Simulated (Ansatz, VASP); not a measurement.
**Two plane-wave programs on BaTiO3**

The input INCAR:

```
SYSTEM = BaTiO3
PREC = Accurate ; ENCUT = 520
EDIFF = 1E-6 ; ISMEAR = -1
SIGMA = 0.05 ; LREAL = .False.
LASPH = .True. ; NELM = 150
ALGO = Normal ; ISIF = 2
LWAVE = .False. ; LCHARG = .False.
LMAXMIX = 4 ; LDAU = .True.
LDAUTYPE = 2 ; LDAUL = -1 2 -1
LDAUU = 0 5 0 ; LDAUJ = 0 0 0
LDAUPRINT = 1 ; GGA = PS
NBANDS = 28
```

Contents of KPOINTS:

```
regular mesh
0
Gamma
  7 7 7
  0 0 0
```

Contents of POSCAR:

```
BaTiO3
1.0
    3.9855000000      0.0000000000      0.0000000000
    0.0000000000      2.8369000000      2.8451500000
    0.0000000000     -2.8369000000      2.8451500000
Ba Ti O
1 1 3
Direct
    0.0000000000      0.0000000000      0.0000000000
    0.5000000000      0.5124000000      0.5124000000
    0.5000000000      0.9918400000      0.5052400000
    0.5000000000      0.5052400000      0.9918400000
    0.0000000000      0.4874000000      0.4874000000
```

input.yaml

```yaml
crystal:
  lattice:
    - [3.9855, 0.0, 0.0]
    - [0.0, 2.8369, 2.84515]
    - [0.0, -2.8369, 2.84515]
  atoms:
    - { symbol: Ba, position: [0.0, 0.0, 0.0] }
    - { symbol: Ti, position: [0.5, 0.5124, 0.5124] }
    - { symbol: O, position: [0.5, 0.99184, 0.50524] }
    - { symbol: O, position: [0.5, 0.50524, 0.99184] }
    - { symbol: O, position: [0.0, 0.4874, 0.4874] }
hamiltonian:
  xc: pbesol
  pseudopotentials: { kind: paw }
  hubbard: { sites: [{ species: Ti, l: d, u_eff: 5.0 }] }
kpoints:
  mp_grid: { grid: [7, 7, 7] }
  band_path:
    path:
      - [[0.0, 0.0, 0.0], [0.0, 0.4985522663, -0.4985522663], [0.0, 0.0, -0.5], [-0.5, 0.0, -0.5], [-0.5, 0.4985522663, -0.4985522663], [-0.5, 0.0, 0.0], [0.0, 0.0, 0.0], [0.0, -0.5, -0.5], [0.0, -0.4985522663, -0.5014477337], [-0.5, -0.4985522663, -0.5014477337], [-0.5, -0.5, -0.5], [0.0, -0.5, -0.5]]
      - [[-0.5, 0.0, 0.0], [-0.5, -0.5, -0.5]]
    npoints: 14
scf:
  occupations: { method: fermi_dirac, width: 0.05 }
  n_extra_bands: 12
output:
  forces: true
  stress: true
  eigenvalues: true
  fatbands: false
```

Alike in both runs: functional PBEsol; k mesh 7 × 7 × 7; occupations fermi-dirac, width 0.05 eV; no spin polarisation; Hubbard terms Ti d U = 5.0 eV.

|  | VASP | Ansatz |
| --- | --- | --- |
| version | VASP 6.6.1 | Ansatz 0.2.0 |
| potentials or method | VASP PAW PBE potentials, release 64 (Ba_sv, Ti_sv, O) | Ansatz PAW |
| plane-wave cutoff (eV) | 520 | 420 |
| valence electrons in the cell | 40 | 40 |
| task | single point | band structure |

|  | VASP | Ansatz | Ansatz less VASP |
| --- | --- | --- | --- |
| gap on the k mesh at the Fermi level (eV) | 2.46 | 2.51 | +0.055 |
| least direct gap on the mesh (eV) | 2.64 | 2.66 | +0.028 |
| pressure (GPa) | 2.0 | -2.2 | -4.27 |
| traceless stress, the component that is largest in VASP (GPa) | -0.39 | -0.37 | +0.019 |
| rms of the force components (eV/Å) | 0.206 | 0.100 | -0.1062 |

VASP's potentials were made for PBE, not for PBEsol. The programs project onto different local orbitals, so the same U acts differently, and such runs can settle in different states. Atom by atom the forces differ by 0.165 eV/Å (rms over components).

Neither program's run includes spin-orbit coupling. Noted on Ansatz's run: the k mesh misses the band edges, so the gap on the mesh is wider than the one along the path.
